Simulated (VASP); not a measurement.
A run of VASP 6.6.1 is set up as follows.

The input INCAR:

```
SYSTEM = SrO
ALGO     = Normal         ! electronic algorithm
EDIFF    = 1E-6           ! SCF threshold, eV
ENCUT    = 520            ! plane-wave cutoff, eV
GGA      = CA             ! functional
ISIF     = 2              ! what is computed and relaxed
ISMEAR   = 0              ! smearing method
LASPH    = .TRUE.         ! aspherical terms in the spheres
LCHARG   = .FALSE.        ! write CHGCAR
LREAL    = .FALSE.        ! projectors in reciprocal space
LWAVE    = .FALSE.        ! write WAVECAR
NBANDS   = 15             ! bands
NELM     = 100            ! most SCF steps
PREC     = Accurate       ! precision mode
SIGMA    = 0.05           ! smearing width, eV
```

The input KPOINTS:

```
k-points
0
G
  8 8 8
  0 0 0
```

The input POSCAR:

```
SrO
1.0
    0.0000000000      2.6982900000      2.5698000000
    2.6982900000      0.0000000000      2.5698000000
    2.6982900000      2.6982900000      0.0000000000
Sr O
1 1
Direct
    0.0000000000      0.0000000000      0.0000000000
    0.5000000000      0.5000000000      0.5000000000
```

Potentials or basis: VASP PAW LDA potentials, release 64 (Sr_sv, O).

Run with:

```sh
$ cat potpaw_LDA.64/Sr_sv/POTCAR potpaw_LDA.64/O/POTCAR > POTCAR
$ mpirun -np 1 vasp_std > vasp.out
```

Task: Estimate the band gap on the k mesh.

Result: 2.95 eV, indirect (least direct gap 3.03 eV).

Task: Predict the pressure.

Result: -9.9 GPa.

Stress tensor (GPa, compression positive):
```
-11.14   0.00   0.00
  0.00 -11.14   0.00
  0.00   0.00  -7.50
```

Caveat: the cell differs from its parent crystal (strain +0.050 along x and y, +0.000 along z). A k mesh can miss the band edges.
